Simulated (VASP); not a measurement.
Ca, 2 atoms in the cell. It takes space group Fd-3m (No. 227, cubic). Conventional cell: a = 9.033 Å, b = 9.033 Å, c = 9.033 Å, α = 90.00°, β = 90.00°, γ = 90.00°. Within 5.1 Å of Ca (site symmetry -43m) lie 4 Ca at 3.91 Å. 

```yaml
Program: VASP 6.6.1
Task: single point
Functional: BLYP
Potentials_or_basis: VASP PAW PBE potentials, release 64 (Ca_sv)
Cutoff: 520 eV
k_mesh: 7 × 7 × 7
Occupations: fermi-dirac, width 0.1 eV
Spin: no spin polarisation
Dipole_correction: no
Further_INCAR_settings: ALGO = Normal; EDIFF = 1e-06; NBANDS = 17
```

Potentials or basis: VASP PAW PBE potentials, release 64 (Ca_sv).

Launch:

```sh
$ cat potpaw_PBE.64/Ca_sv/POTCAR > POTCAR
$ mpirun -np 1 vasp_std > vasp.out
```

Hardware: 1 thread of Intel(R) Xeon(R) Platinum 8488C (Sapphire Rapids), with other jobs on the host.

**Question.** Estimate the wall time of this run.

**Answer.** It took 61 s on 1 thread of Intel(R) Xeon(R) Platinum 8488C (Sapphire Rapids) (shared host), peak memory 0.32 GiB. Counts: scf iterations 13, k points 20.
